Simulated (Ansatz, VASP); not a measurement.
# One calculation of GeCN2, two programs

```
Ge C N
1.0
     1.75178    1.01139    4.88806
    -1.75178    1.01139    4.88806
     0.00000   -2.02278    4.88806
Ge C N
1 1 2
Direct
  0.00000 0.00000 0.00000
  0.50000 0.50000 0.50000
  0.41560 0.41560 0.41560
  0.58440 0.58440 0.58440
```

Alike in both runs: functional PBEsol; k mesh 12 × 12 × 12; occupations gaussian, width 0.02 eV; no spin polarisation.

Ansatz relaxed the structure, and its values are those at the end. VASP's run is a single point on that final structure, the one shown.

```csv
,VASP,Ansatz
version,VASP 6.6.1,Ansatz 0.2.0
potentials or method,"VASP PAW PBE potentials, release 64 (Ge_d, C, N), cutoff 520 eV","scalar-relativistic, plane waves, PAW"
valence electrons in the cell,28,28
```

```csv
,VASP,Ansatz,Ansatz less VASP
gap on the k mesh at the Fermi level (eV),0.83,0.83,+0.005
least direct gap on the mesh (eV),1.64,1.67,+0.023
pressure (GPa),0.1,0.0,-0.11
rms of the force components (eV/Å),0.051,0.000,-0.0507
```

VASP's potentials were made for PBE, not for PBEsol.

Noted on VASP's run: the standard files for N, O and F lose accuracy on very short bonds.
